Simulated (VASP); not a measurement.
Set up this calculation in VASP 6.6.1, as the native input.

```yaml
Task: single point
Functional: PBEsol
Potentials_or_basis: VASP PAW PBE potentials, release 64 (Nb_sv, B)
Cutoff: 500 eV
k_mesh: 6 × 6 × 6
Occupations: gaussian, width 0.1 eV
Spin: no spin polarisation
Dipole_correction: no
Further_INCAR_settings: ALGO = Normal; EDIFF = 1e-06; NBANDS = 16
```

The structure of NbB2 (v.b) lies in POSCAR:

```
NbB2
1.0
    3.1000000000      0.0000000000      0.0000000000
   -1.5500000000      2.6846788000      0.0000000000
    0.0000000000      0.0000000000      3.2900000000
Nb B
1 2
Direct
    0.0000000000      0.0000000000      0.0000000000
    0.3333333000      0.6666667000      0.5000000000
    0.6666667000      0.3333333000      0.5000000000
```

These files were run (other wordings do the same):

INCAR

```
  PREC = Accurate
  ENCUT = 500
  EDIFF = 1E-6
  ISMEAR = 0
  SIGMA = 0.1
  LREAL = F
  LASPH = T
  NELM = 120
  ALGO = Normal
  ISIF = 2
  LWAVE = F
  LCHARG = F
  GGA = PS
  NBANDS = 16
  GGA_COMPAT = F
```

KPOINTS

```
Automatic mesh
0
Gamma
  6 6 6
```

Potentials or basis: VASP PAW PBE potentials, release 64 (Nb_sv, B).

Launch:

```sh
$ cat potpaw_PBE.64/Nb_sv/POTCAR potpaw_PBE.64/B/POTCAR > POTCAR
$ mpirun -np 1 vasp_std > vasp.out
```

Results of the run:

```json
{
  "Pressure": "-0.9 GPa"
}
```

Caveat: the k points lie up to 0.39 Å⁻¹ apart; the PAW data sets were made with another functional, which shifts forces and pressure a little.

It took 13 s on 1 thread of AMD EPYC 7R43 64-Core Processor (Zen 3), with other jobs on the host, peak memory 0.1 GiB.
